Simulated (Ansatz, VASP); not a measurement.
# Two plane-wave programs on BN

File INCAR:

```
SYSTEM = BN
PREC = Accurate ; ENCUT = 520
EDIFF = 1E-6 ; ISMEAR = 0
SIGMA = 0.05 ; LREAL = .False.
LASPH = .True. ; NELM = 60
ALGO = Normal ; ISIF = 2
LWAVE = .False. ; LCHARG = .False.
GGA = PE ; NBANDS = 16
```

Contents of KPOINTS:

```
regular mesh
0
Gamma
  12 12 6
  0 0 0
```

File POSCAR:

```
BN
1.0
    2.5539396017      0.0000000000      0.0000000000
   -1.2769698009      2.2117765748      0.0000000000
    0.0000000000      0.0000000000      4.2268550000
B N
2 2
Direct
    0.5649384892      0.1298769783      0.8932618668
    0.3333333333      0.6666666667      0.4997240000
    0.6666666667      0.3333333333      0.6252760000
    0.3333333333      0.6666666667      0.1252760000
```

Input for Ansatz:

```yaml
crystal:
  lattice:
    - [2.5539396017, 0.0, 0.0]
    - [-1.2769698009, 2.2117765748, 0.0]
    - [0.0, 0.0, 4.226855]
  atoms:
    - { symbol: B, position: [0.5649384892, 0.1298769783, 0.8932618668] }
    - { symbol: B, position: [0.3333333333, 0.6666666667, 0.499724] }
    - { symbol: "N", position: [0.6666666667, 0.3333333333, 0.625276] }
    - { symbol: "N", position: [0.3333333333, 0.6666666667, 0.125276] }
basis:
  ecutwfc: 420
kpoints:
  mp_grid: { grid: [12, 12, 6] }
hamiltonian:
  xc: pbe
scf:
  occupations: { method: gaussian, width: 0.05 }
output:
  forces: true
  stress: true
  eigenvalues: true
```

Alike in both runs: task single point; functional PBE; k mesh 12 × 12 × 6; occupations gaussian, width 0.05 eV; no spin polarisation.

```csv
,VASP,Ansatz
version,VASP 6.6.1,Ansatz 0.2.0
potentials or method,"VASP PAW PBE potentials, release 64 (B, N), cutoff 520 eV","scalar-relativistic, plane waves, PAW"
valence electrons in the cell,16,16
```

```csv
,VASP,Ansatz,Ansatz less VASP
gap on the k mesh at the Fermi level (eV),none,none,-
rms of the force components (eV/Å),7.493,7.478,-0.0155
```

Atom by atom the forces differ by 0.022 eV/Å (rms over components). A gap of «none» marks a metal or a gap that the smearing closes. With one functional, cell and mesh, what is left measures potentials, basis and numerics.
